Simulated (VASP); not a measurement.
A run of VASP 6.6.1 is set up as follows.

File INCAR:

```
PREC = Accurate ; ENCUT = 520
EDIFF = 1E-6 ; ISMEAR = 0
SIGMA = 0.01 ; LREAL = Auto
LASPH = T ; NELM = 100
ALGO = Normal ; ISIF = 2
LWAVE = F ; LCHARG = T
GGA = PS ; LELF = T
LVHAR = T ; NBANDS = 54
```

File KPOINTS:

```
Automatic mesh
0
Gamma
  6 6 4
```

Contents of POSCAR:

```
ScAl3N4
1.0
    4.8412202811     -2.7938643274     -0.0067421579
   -3.2301209989     -0.0168054625     -4.9154959871
    3.2613108129      5.6463313758     -0.0013378318
Sc Al N
2 6 8
Direct
    0.3536776023      0.0433915794      0.0055532606
    0.9428730856      0.5361424798      0.1356686670
    0.8328772911      0.0104204915      0.2578753938
    0.3434539093      0.0187126351      0.5094959100
    0.8472043288      0.0208824077      0.7491967911
    0.4188351884      0.5112639032      0.3875052956
    0.9262525368      0.5170669718      0.6291262255
    0.4280101554      0.5282906848      0.8729307934
    0.6035551475      0.5812467267      0.1479020296
    0.1421363024      0.5998479370      0.4160134446
    0.6382394536      0.5981425677      0.6463859876
    0.1375677039      0.6008115746      0.8861962351
    0.7345226841      0.0900654618      0.0224819324
    0.1992953200      0.0830017486      0.2850139619
    0.7102777010      0.0952571955      0.5235085949
    0.2132215897      0.1094556352      0.7611454769
```

Potentials or basis: VASP PAW PBE potentials, release 64 (Sc_sv, Al, N).

The run is started by

```console
$ cat potpaw_PBE.64/Sc_sv/POTCAR potpaw_PBE.64/Al/POTCAR potpaw_PBE.64/N/POTCAR > POTCAR
$ mpirun -np 1 vasp_std > vasp.out
```

Q: Estimate the largest force.

A: 1.418 eV/Å.

Q: Estimate the pressure.

A: 1.0 GPa.

Forces on the atoms (eV/Å):
```
Sc  -0.028  0.050  0.620
Sc  -0.016  0.097  0.558
Al   0.082  0.055  0.742
Al  -0.105 -0.059  1.043
Al  -0.106 -0.028  0.961
Al   0.063 -0.042  0.761
Al   0.051 -0.045  1.064
Al   0.027 -0.059  0.952
N   -0.780  0.417 -0.596
N    0.681  0.505 -1.116
N    0.041  0.048 -1.005
N   -0.043 -0.902 -0.655
N    0.724 -0.473 -0.500
N    0.067  0.829 -0.639
N    0.021  0.030 -1.020
N   -0.679 -0.425 -1.170
```

Caveat: the cell differs from its parent crystal (atoms displaced along a vibrational mode); the PAW data sets were made with another functional, which shifts forces and pressure a little.
